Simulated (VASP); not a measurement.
# BN: single point with LDA

BN:

```
B N
1.0
     0.00000    1.81300    1.81300
     1.81300    0.00000    1.81300
     1.81300    1.81300    0.00000
B N
1 1
Direct
  0.00000 0.00000 0.00000
  0.75000 0.75000 0.75000
```

```json
{
  "Program": "VASP 6.6.1",
  "Task": "single point",
  "Functional": "LDA",
  "Potentials or basis": "VASP PAW LDA potentials, release 64 (B, N)",
  "Cutoff": "600 eV",
  "k mesh": "12 × 12 × 12",
  "Occupations": "tetrahedron",
  "Spin": "no spin polarisation"
}
```

The pressure is -13.6 GPa and the band gap on the k mesh is 4.33 eV, indirect (least direct gap 8.64 eV).

Levels at points of the mesh, in eV from the valence-band top:
| k point | band 2 | band 3 | band 4 | band 5 | band 6 | band 7 |
| --- | --- | --- | --- | --- | --- | --- |
| (0.00, 0.00, 0.00) | 0.00 | 0.00 | 0.00 | 8.64 | 8.64 | 8.64 |
| (0.50, 0.00, 0.00) | -10.63 | -1.93 | -1.93 | 10.09 | 10.51 | 10.51 |
| (0.50, 0.50, 0.00) | -8.82 | -4.88 | -4.88 | 4.33 | 9.09 | 17.56 |

Wall time 12 s on 1 thread of Intel Xeon 8259CL, on a shared host, peak memory 0.12 GiB.

A k mesh can miss the band edges. LDA gaps usually lie below the measured ones, often by a third to a half.
